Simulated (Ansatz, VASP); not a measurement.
Hf in VASP and in Ansatz

File INCAR:

```
SYSTEM = Hf
  PREC = Accurate
  ENCUT = 600
  EDIFF = 1E-7
  ISMEAR = 0
  SIGMA = 0.1
  LREAL = .False.
  LASPH = .True.
  NELM = 60
  ALGO = Normal
  ISIF = 3
  LWAVE = .False.
  LCHARG = .False.
  GGA = PE
  IBRION = 2
  NSW = 90
  EDIFFG = -0.04
```

The input KPOINTS:

```
Automatic mesh
0
Gamma
  6 6 4
  0 0 0
```

The input POSCAR:

```
Hf
1.0
    4.1083145766      0.0000000000      0.0000000000
   -2.0541572884      3.5579047901      0.0000000000
    0.0000000000      0.0000000000      4.6610204125
Hf
3
Direct
    0.2254000000      0.0000000000      0.3333333333
    0.0000000000      0.2254000000      0.6666666667
    0.7746000000      0.7746000000      0.0000000000
```

Input for Ansatz:

```yaml
crystal:
  lattice:
    - [4.1083145766, 0.0, 0.0]
    - [-2.0541572884, 3.5579047901, 0.0]
    - [0.0, 0.0, 4.6610204125]
  atoms:
    - { symbol: Hf, position: [0.2254, 0.0, 0.3333333333] }
    - { symbol: Hf, position: [0.0, 0.2254, 0.6666666667] }
    - { symbol: Hf, position: [0.7746, 0.7746, 0.0] }
basis:
  ecutwfc: 420
kpoints:
  mp_grid: { grid: [6, 6, 4] }
hamiltonian:
  xc: pbe
scf:
  occupations: { method: gaussian, width: 0.1 }
  lower_state_search: "off"
output:
  forces: true
  stress: true
  eigenvalues: true
relax:
  adjacent_minimum: "off"
  f_tol: 0.04
  max_steps: 70
  cell: { stress_tol: 0.4 }
```

Alike in both runs: task relaxation of cell and atoms; functional PBE; k mesh 6 × 6 × 4; occupations gaussian, width 0.1 eV; no spin polarisation.

|  | VASP | Ansatz |
| --- | --- | --- |
| version | VASP 6.6.1 | Ansatz 0.2.0 |
| potentials or method | VASP PAW PBE potentials, release 64 (Hf_pv), cutoff 600 eV | scalar-relativistic, plane waves, PAW |
| valence electrons in the cell | 30 | 78 |

```tsv
	VASP	Ansatz	Ansatz less VASP
gap on the k mesh at the Fermi level, each at its own relaxed structure (eV)	none	none	-
relaxed volume (Å³/atom)	22.28	22.36	+0.080
relaxed cell length with the largest relative difference (Å)	3.163	5.041	+1.8786
```

A gap of «none» marks a metal or a gap that the smearing closes. One of these differences is far larger than is usual between the two programs; its cause wasn't traced. VASP's potentials hold 30 valence electrons a cell and Ansatz's 78, so a difference there can come from the potentials and not from the codes.

Neither program's run includes spin-orbit coupling.
